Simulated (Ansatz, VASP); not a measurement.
Two plane-wave programs on SnSe

File POSCAR:

```
SnSe
1.0
    0.0000000000      3.3787808521      2.3887980624
    3.3787808521      0.0000000000      2.3887980624
    3.3787808521      3.3787808521      0.0000000000
Sn Se
1 1
Direct
    0.0000000000      0.0000000000      0.0000000000
    0.5000000000      0.5000000000      0.5000000000
```

Contents of INCAR.step1:

```
  ALGO = Normal
  EDIFF = 1E-4
  ENCUT = 520
  GGA = PE
  ISMEAR = 0
  LASPH = True
  LCHARG = False
  LREAL = False
  LWAVE = True
  NBANDS = 17
  NELM = 100
  PREC = Accurate
  SIGMA = 0.05
```

Contents of INCAR.step2:

```
  ALGO = Normal
  EDIFF = 1E-6
  ENCUT = 520
  ISIF = 2
  ISMEAR = 0
  ISTART = 1
  LASPH = True
  LCHARG = True
  LELF = True
  LMIXTAU = True
  LREAL = False
  LVHAR = True
  LWAVE = False
  METAGGA = R2SCAN
  NBANDS = 17
  NELM = 100
  PREC = Accurate
  SIGMA = 0.05
```

The input KPOINTS:

```
k-points
0
Gamma
  12 12 12
```

Input for Ansatz:

```yaml
crystal:
  lattice:
    - [0.0, 3.3787808521, 2.3887980624]
    - [3.3787808521, 0.0, 2.3887980624]
    - [3.3787808521, 3.3787808521, 0.0]
  atoms:
    - { symbol: Sn, position: [0.0, 0.0, 0.0] }
    - { symbol: Se, position: [0.5, 0.5, 0.5] }
basis:
  ecutwfc: 500
kpoints:
  mp_grid: { grid: [12, 12, 12] }
hamiltonian:
  xc: r2scan
scf:
  occupations: { method: gaussian, width: 0.05 }
output:
  forces: true
  stress: true
  eigenvalues: true
```

Alike in both runs: task single point; functional r2SCAN; k mesh 12 × 12 × 12; occupations gaussian, width 0.05 eV; no spin polarisation.

```csv
,VASP,Ansatz
version,VASP 6.6.1,Ansatz 0.2.0
potentials or method,"VASP PAW PBE potentials, release 64 (Sn_d, Se), cutoff 520 eV","scalar-relativistic, plane waves, PAW"
valence electrons in the cell,20,30
```

```csv
,VASP,Ansatz,Ansatz less VASP
gap on the k mesh at the Fermi level (eV),none,none,-
pressure (GPa),15.5,15.6,+0.06
"traceless stress, the component that is largest in VASP (GPa)",36.08,36.15,+0.066
```

VASP's potentials were made for PBE, not for r2SCAN. A gap of «none» marks a metal or a gap that the smearing closes. With one functional, cell and mesh, what is left measures potentials, basis and numerics. VASP's potentials hold 20 valence electrons a cell and Ansatz's 30, so a difference there can come from the potentials and not from the codes.
